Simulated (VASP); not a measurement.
# K2Be2Pt (P6/mmm) in VASP: notebook

K2Be2Pt is run at these levels: PBE; tasks: single point, relaxation of cell and atoms.

All numbers are computed with VASP 6.6.1; they aren't measurements. Logs are shortened: lines on timing, memory, paths and dates and some standing lists are left out, and cuts for length are marked.

## Step 1: The cell of the first run

It takes space group P6/mmm (No. 191, hexagonal). The conventional cell has a = 5.306 Å, b = 5.306 Å, c = 4.790 Å, α = 90.00°, β = 90.00°, γ = 120.00°. K (site symmetry -6m2) has 2 Be at 2.40 Å and 3 Pt at 3.06 Å and 3 K at 3.06 Å within 3.2 Å. Within 3.2 Å of Be (site symmetry -6m2) lie 2 K at 2.40 Å and 3 Be at 3.06 Å. Pt (site symmetry 6/mmm) has 6 K at 3.06 Å and 12 Be at 3.89 Å within 4.0 Å.

The cell was generated, and may not be a known phase.

## Step 2: Single point, PBE

File INCAR:

```
SYSTEM = K2Be2Pt
PREC     = Accurate       ! precision mode
ENCUT    = 520            ! plane-wave cutoff, eV
EDIFF    = 1E-7           ! SCF threshold, eV
ISMEAR   = 0              ! smearing method
SIGMA    = 0.1            ! smearing width, eV
LREAL    = .FALSE.        ! projectors in reciprocal space
LASPH    = .TRUE.         ! aspherical terms in the spheres
NELM     = 80             ! most SCF steps
ALGO     = Fast           ! electronic algorithm
ISIF     = 2              ! what is computed and relaxed
LWAVE    = .FALSE.        ! write WAVECAR
LCHARG   = .FALSE.        ! write CHGCAR
GGA      = PE             ! functional
NBANDS   = 24             ! bands
```

File KPOINTS:

```
regular mesh
0
G
  6 6 4
  0 0 0
```

File POSCAR:

```
K2Be2Pt
1.0
    5.3055334400      0.0000000000      0.0000000000
   -2.6527667200      4.5947267400      0.0000000000
    0.0000000000      0.0000000000      4.7901334500
K Be Pt
2 2 1
Direct
    0.3333333300      0.6666666700      0.5000000000
    0.6666666700      0.3333333300      0.5000000000
    0.3333333300      0.6666666700      0.0000000000
    0.6666666700      0.3333333300      0.0000000000
    0.0000000000      0.0000000000      0.5000000000
```

Potentials or basis: VASP PAW PBE potentials, release 64 (K_sv, Be, Pt).

Run with:

```bash
cat potpaw_PBE.64/K_sv/POTCAR potpaw_PBE.64/Be/POTCAR potpaw_PBE.64/Pt/POTCAR > POTCAR
mpirun -np 1 vasp_std > vasp.out
```

OUTCAR:

```text
SYSTEM = K2Be2Pt
   PREC = Accurate
   ENCUT = 520
   EDIFF = 1E-7
   ISMEAR = 0
   LREAL = .FALSE.
   LASPH = .TRUE.
   NELM = 80
   ISIF = 2
   GGA = PE

 ion  position               nearest neighbor table
   1  0.333  0.667  0.500-   3 2.40   3 2.40   5 3.06   2 3.06   2 3.06   5 3.06   5 3.06   2 3.06

   2  0.667  0.333  0.500-   4 2.40   4 2.40   5 3.06   1 3.06   1 3.06   5 3.06   5 3.06   1 3.06

   3  0.333  0.667  0.000-   1 2.40   1 2.40
   4  0.667  0.333  0.000-   2 2.40   2 2.40
   5  0.000  0.000  0.500-   1 3.06   2 3.06   2 3.06   1 3.06   2 3.06   1 3.06

  LATTYP: Found a hexagonal cell.
 ALAT       =     5.3055334400
 C/A-ratio  =     0.9028561415

  Lattice vectors:

 A1 = (   5.3055334400,   0.0000000000,   0.0000000000)
 A2 = (  -2.6527667200,   4.5947267400,   0.0000000000)
 A3 = (   0.0000000000,   0.0000000000,   4.7901334500)

Analysis of symmetry for initial positions (statically):
=====================================================================
 Subroutine PRICEL returns:
 Original cell was already a primitive cell.

 Routine SETGRP: Setting up the symmetry group for a
 hexagonal supercell.

 Subroutine GETGRP returns: Found 24 space group operations
 (whereof 24 operations were pure point group operations)
 out of a pool of 24 trial point group operations.

The static configuration has the point symmetry D_6h.

Analysis of symmetry for dynamics (positions and initial velocities):
=====================================================================
 Subroutine PRICEL returns:
 Original cell was already a primitive cell.

 Routine SETGRP: Setting up the symmetry group for a
 hexagonal supercell.

 Subroutine GETGRP returns: Found 24 space group operations
 (whereof 24 operations were pure point group operations)
 out of a pool of 24 trial point group operations.

The dynamic configuration has the point symmetry D_6h.

 Subroutine INISYM returns: Found 24 space group operations
 (whereof 24 operations are pure point group operations),
 and found     1 'primitive' translations

----------------------------------------------------------------------------------------

                                     Primitive cell

  volume of cell :     116.7714

  direct lattice vectors                    reciprocal lattice vectors
     5.305533440  0.000000000  0.000000000     0.188482461  0.108820400  0.000000000
    -2.652766720  4.594726740  0.000000000     0.000000000  0.217640799  0.000000000
     0.000000000  0.000000000  4.790133450     0.000000000  0.000000000  0.208762451

  length of vectors
     5.305533440  5.305533440  4.790133450     0.217640799  0.217640799  0.208762451

  position of ions in fractional coordinates (direct lattice)
     0.333333330  0.666666670  0.500000000
     0.666666670  0.333333330  0.500000000
     0.333333330  0.666666670  0.000000000
     0.666666670  0.333333330  0.000000000
     0.000000000  0.000000000  0.500000000

  ion indices of the primitive-cell ions
   primitive index   ion index
                 1           1
                 2           2
                 3           3
                 4           4
                 5           5

----------------------------------------------------------------------------------------

 KPOINTS: regular mesh

Automatic generation of k-mesh.
 Grid dimensions read from file:
 generate k-points for:    6    6    4

 Generating k-lattice:

  Cartesian coordinates                     Fractional coordinates (reciprocal lattice)
     0.031413744  0.018136733  0.000000000     0.166666667  0.000000000  0.000000000
     0.000000000  0.036273467  0.000000000     0.000000000  0.166666667  0.000000000
     0.000000000  0.000000000  0.052190613     0.000000000  0.000000000  0.250000000

  Length of vectors
     0.036273467  0.036273467  0.052190613

  Shift w.r.t. Gamma in fractional coordinates (k-lattice)
     0.000000000  0.000000000  0.000000000

 Subroutine IBZKPT returns following result:
 ===========================================

 Found     21 irreducible k-points:

 Following reciprocal coordinates:
            Coordinates               Weight
  0.000000  0.000000  0.000000      1.000000
  0.166667  0.000000  0.000000      6.000000
  0.333333  0.000000  0.000000      6.000000
  0.500000  0.000000  0.000000      3.000000
  0.166667  0.166667  0.000000      6.000000
  0.333333  0.166667  0.000000     12.000000
[... 13 lines left out ...]
  0.333333  0.166667  0.500000     12.000000
  0.333333  0.333333  0.500000      2.000000
   k-points           NKPTS =     21   k-points in BZ     NKDIM =     21   number of bands    NBANDS=     24
   number of dos      NEDOS =    301   number of ions     NIONS =      5
   total plane-waves  NPLWV =  57600
   dimension x,y,z NGX =    40 NGY =   40 NGZ =   36
   dimension x,y,z NGXF=    80 NGYF=   80 NGZF=   72
   ions per type =               2   2   1
   NGX,Y,Z   is equivalent  to a cutoff of  12.53, 12.53, 12.49 a.u.
   NGXF,Y,Z  is equivalent  to a cutoff of  25.07, 25.07, 24.99 a.u.
 SYSTEM =  K2Be2Pt
   PREC   = accura    normal or accurate (medium, high low for compatibility)
   ISTART =      0    job   : 0-new  1-cont  2-samecut
   ICHARG =      2    charge: 1-file 2-atom 10-const
   ISPIN  =      1    spin polarized calculation?
   LNONCOLLINEAR =      F non collinear calculations
   LSORBIT =      F    spin-orbit coupling
   LASPH  =      T    aspherical Exc in radial PAW
   ENCUT  =  520.0 eV  38.22 Ry    6.18 a.u.   9.86  9.86  8.91*2*pi/ulx,y,z
   NELM   =     80;   NELMIN=  2; NELMDL= -5     # of ELM steps
   EDIFF  = 0.1E-06   stopping-criterion for ELM
   LREAL  =      F    real-space projection
   EDIFFG = 0.1E-05   stopping-criterion for IOM
   NSW    =      0    number of steps for IOM
   IBRION =     -1    ionic relax: 0-MD 1-quasi-New 2-CG
   NFREE  =      0    steps in history (QN), initial steepest desc. (CG)
   ISIF   =      2    stress and relaxation
   ISYM   =      2    0-nonsym 1-usesym 2-fastsym
   POTIM  = 0.5000    time-step for ionic-motion
   TEBEG  =    0.0;   TEEND  =   0.0 temperature during run
   PSTRESS=    0.0 pullay stress
   NELECT =      32.0000    total number of electrons
   NUPDOWN=      -1.0000    fix difference up-down
   EMIN   =  10.00;   EMAX   =-10.00  energy-range for DOS
   EFERMI =   0.00;   METHOD = LEGACY
   ISMEAR =     0;   SIGMA  =   0.10  broadening in eV -4-tet -1-fermi 0-gaus
   EFERMI_NEDOS =   21; number of points for ismear=-14 and -15
   IALGO  =     68    algorithm
   IMIX   =      4    mixing-type and parameters
     AMIX     =   0.40;   BMIX     =  1.00
     AMIX_MAG =   1.60;   BMIX_MAG =  1.00
  volume/ion in A,a.u.               =      23.35       157.60
  Fermi-wavevector in a.u.,A,eV,Ry     =   1.063358  2.009455 15.384510  1.130730
  Thomas-Fermi vector in A             =   2.198840
   LORBIT       =      0    0 simple, 1 ext, 2 COOP (PROOUT), +10 PAW based schemes
   GGA     = PE    functional components
   LHFCALC =     F    Hartree Fock is set to
   AEXX    =    0.0000 exact exchange contribution
   IVDW    =     0    specifies the selected vdW correction
   LEPSILON=     F    determine dielectric tensor
   LRPA    =     F    only Hartree local field effects (RPA)
 non-spin polarized calculation
 RMM-DIIS sequential band-by-band and
 Gauss-broadening in eV      SIGMA  =   0.10
  energy-cutoff  :      520.00
  volume of cell :      116.77
 maximum number of plane-waves:      3180
 NGX is ok and might be reduce to    40
   NGX = 19   NGY = 19   NGZ = 17

 number of electron      31.9999998 magnetization

 Free energy of the ion-electron system (eV)
  ---------------------------------------------------
  ext. energy  EPLUGINS =         0.00000000
  ---------------------------------------------------
  free energy    TOTEN  =        -6.49470670 eV

  energy without entropy =       -6.48797772  energy(sigma->0) =       -6.49134221

 E-fermi :   1.9713     XC(G=0):  -8.7682

 val. band max:        1.9255238968   @ k =   0.1667   0.0000   0.5000
 cond. band min:       2.0107311660   @ k =   0.3333   0.1667   0.5000
 fundamental gap:      0.0852072692
 Fermi energy:         1.9712697459

 k-point     1 :       0.0000    0.0000    0.0000
  band No.  band energies     occupation
      1     -28.9851      2.00000
      2     -28.6965      2.00000
      3     -12.9791      2.00000
      4     -12.7932      2.00000
      5     -12.7932      2.00000
      6     -12.6624      2.00000
[... 16 lines left out ...]
     23       6.4017      0.00000
     24       7.7535      0.00000

 k-point     2 :       0.1667    0.0000    0.0000
  band No.  band energies     occupation
      1     -28.9682      2.00000
      2     -28.7141      2.00000
      3     -12.9611      2.00000
      4     -12.8140      2.00000
      5     -12.7520      2.00000
      6     -12.6814      2.00000
[... 16 lines left out ...]
     23       6.4221      0.00000
     24       7.2763      0.00000

 k-point     3 :       0.3333    0.0000    0.0000
  band No.  band energies     occupation
      1     -28.9245      2.00000
      2     -28.7590      2.00000
      3     -12.9142      2.00000
      4     -12.8522      2.00000
      5     -12.7303      2.00000
      6     -12.6751      2.00000
[... 16 lines left out ...]
     23       6.4606      0.00000
     24       6.8877      0.00000
[... 433 lines left out ...]
 k-point    20 :       0.3333    0.1667    0.5000
  band No.  band energies     occupation
      1     -28.8903      2.00000
      2     -28.7954      2.00000
      3     -12.9048      2.00000
      4     -12.8976      2.00000
      5     -12.7772      2.00000
      6     -12.5452      2.00000
[... 16 lines left out ...]
     23       6.1988      0.00000
     24       6.8936      0.00000

 k-point    21 :       0.3333    0.3333    0.5000
  band No.  band energies     occupation
      1     -28.8430      2.00000
      2     -28.8430      2.00000
      3     -12.9483      2.00000
      4     -12.8376      2.00000
      5     -12.8376      2.00000
      6     -12.3522      2.00000
[... 16 lines left out ...]
     23       5.9801      0.00000
     24       6.9498      0.00000

------------------------ aborting loop because EDIFF is reached ----------------------------------------

  FORCE on cell =-STRESS in cart. coord.  units (eV):
  Direction    XX          YY          ZZ          XY          YZ          ZX
  --------------------------------------------------------------------------------------
  -------------------------------------------------------------------------------------
  Total       -1.3020660     -1.3020660     15.6200667      0.0000000      0.0000000      0.0000000
  in kB      -17.8651731    -17.8651731    214.3172415      0.0000000      0.0000000      0.0000000
  external PRESSURE =      59.5289651 kB  Pullay stress =       0.0000000 kB

 VOLUME and BASIS-vectors are now :
 -----------------------------------------------------------------------------
  energy-cutoff  :      520.00
  volume of cell :      116.77
      direct lattice vectors                 reciprocal lattice vectors
     5.305533440  0.000000000  0.000000000     0.188482461  0.108820400  0.000000000
    -2.652766720  4.594726740  0.000000000     0.000000000  0.217640799  0.000000000
     0.000000000  0.000000000  4.790133450     0.000000000  0.000000000  0.208762451

 POSITION                                       TOTAL-FORCE (eV/Angst)
 -----------------------------------------------------------------------------------
     -0.00000      3.06315      2.39507         0.000000      0.000000     -0.000000
      2.65277      1.53158      2.39507        -0.000000      0.000000      0.000000
     -0.00000      3.06315      0.00000         0.000000     -0.000000      0.000000
      2.65277      1.53158      0.00000         0.000000      0.000000     -0.000000
      0.00000      0.00000      2.39507         0.000000      0.000000     -0.000000
 -----------------------------------------------------------------------------------
    total drift:                                0.000000     -0.000000      0.000000

  FREE ENERGIE OF THE ION-ELECTRON SYSTEM (eV)
  ---------------------------------------------------
  free  energy   TOTEN  =        -6.4947066977 eV

  energy  without entropy=       -6.4879777197  energy(sigma->0) =       -6.49134221
```

Wall time 99 s (1 thread of Intel Xeon Platinum 8259CL at 2.50GHz (Skylake/Cascade Lake), shared host); peak memory 0.26 GiB.

Results:

```yaml
Free_energy: -6.4947 eV
Pressure: 6.0 GPa
Band_gap_on_the_k_mesh: zero (bands 16 and 17 overlap by 0.88 eV)
```

Levels at points of the mesh, in eV from the Fermi level:
```
           k point  band 13  band 14  band 15  band 16  band 17  band 18  band 19  band 20
(0.00, 0.00, 0.00)    -1.00    -1.00    -0.24     0.40     1.09     1.09     2.15     2.15
(0.50, 0.00, 0.00)    -1.08    -1.04    -1.03    -0.47     0.18     2.81     3.13     3.27
(0.00, 0.00, 0.50)    -1.01    -1.01    -0.71     0.10     0.10     1.34     2.24     2.25
(0.50, 0.00, 0.50)    -1.28    -1.18    -0.46    -0.39     0.35     0.47     1.65     1.96
```

Caveat: the stress differs along the axes, from -2 to 21 GPa; spin-orbit coupling is left out, which moves the levels of the heavy elements.

## Step 3: Single point, PBE

This run uses another cell than the first one, of 32.62 Å³/atom.

File INCAR:

```
SYSTEM = K2Be2Pt
PREC = Accurate
ENCUT = 520
EDIFF = 1E-7
ISMEAR = 0
SIGMA = 0.1
LREAL = .False.
LASPH = .True.
NELM = 60
ALGO = Normal
ISIF = 2
LWAVE = .False.
LCHARG = .False.
GGA = PE
NBANDS = 24
```

File KPOINTS:

```
Automatic mesh
0
Gamma
  6 6 4
  0 0 0
```

File POSCAR:

```
K2Be2Pt
1.0
    5.3017990500      0.0000000000      0.0000000000
   -2.6508995250      4.5914926631      0.0000000000
    0.0000000000      0.0000000000      6.7000198543
K Be Pt
2 2 1
Direct
    0.3333333333      0.6666666667      0.5000000000
    0.6666666667      0.3333333333      0.5000000000
    0.3333333333      0.6666666667      0.0000000000
    0.6666666667      0.3333333333      0.0000000000
    0.0000000000      0.0000000000      0.5000000000
```

Potentials or basis: VASP PAW PBE potentials, release 64 (K_sv, Be, Pt).

Run with:

```bash
cat potpaw_PBE.64/K_sv/POTCAR potpaw_PBE.64/Be/POTCAR potpaw_PBE.64/Pt/POTCAR > POTCAR
mpirun -np 1 vasp_std > vasp.out
```

It took 2.7 min on 1 thread of Intel Xeon Platinum 8259CL at 2.50GHz (Skylake/Cascade Lake), shared host; peak memory 0.31 GiB.

Results (log left out):

* Free energy: -8.6035 eV
* Pressure: 0.1 GPa
* Band gap on the k mesh: zero (bands 16 and 17 overlap by 1.46 eV)

Stress tensor (GPa, compression positive):
```
 0.10  0.00  0.00
 0.00  0.10  0.00
 0.00  0.00 -0.04
```

Levels at points of the mesh, in eV from the Fermi level:
```csv
k point,band 13,band 14,band 15,band 16,band 17,band 18,band 19,band 20
"(0.00, 0.00, 0.00)",-0.84,-0.84,-0.46,0.04,1.05,1.13,1.13,2.93
"(0.50, 0.00, 0.00)",-0.97,-0.97,-0.94,-0.46,0.43,1.41,1.51,2.53
"(0.00, 0.00, 0.50)",-0.87,-0.83,-0.83,0.97,0.99,0.99,1.32,3.01
"(0.50, 0.00, 0.50)",-1.04,-1.01,-0.72,-0.66,0.15,0.58,1.79,1.94
```

Caveat: spin-orbit coupling is left out, which moves the levels of the heavy elements.

(Part 1 of 3 ends here.)

The gap in the log of VASP goes by the Fermi energy; the results here count the filled bands.